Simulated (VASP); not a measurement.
A run of VASP 6.6.1:

The input INCAR:

```
SYSTEM = Pb
PREC = Accurate
ENCUT = 600
EDIFF = 1E-6
ISMEAR = -1
SIGMA = 0.1
LREAL = .False.
LASPH = .True.
NELM = 60
ALGO = Normal
ISIF = 3
LWAVE = .False.
LCHARG = .False.
GGA = CA
IBRION = 2
NSW = 32
EDIFFG = -0.005
PSTRESS = 410.0
```

KPOINTS

```
regular mesh
0
Gamma
  14 14 8
  0 0 0
```

The input POSCAR:

```
Pb
1.0
    3.0584345241      0.0000000000      0.0000000000
   -1.5292172620      2.6486819937      0.0000000000
    0.0000000000      0.0000000000      5.0801446855
Pb
2
Direct
    0.3333333333      0.6666666667      0.2500000000
    0.6666666667      0.3333333333      0.7500000000
```

Potentials or basis: VASP PAW LDA potentials, release 64 (Pb_d).

Command:

```console
$ cat potpaw_LDA.64/Pb_d/POTCAR > POTCAR
$ mpirun -np 1 vasp_std > vasp.out
```

Hardware: 1 thread of Intel(R) Xeon(R) 6975P-C (Granite Rapids) (shared host).

**Question.** How long does it take, and how much memory?

**Answer.** Run time: 47 s on 1 thread of Intel(R) Xeon(R) 6975P-C (Granite Rapids) (shared host), peak memory 0.22 GiB. Counts: scf iterations 22, k points 120, ion steps 3.
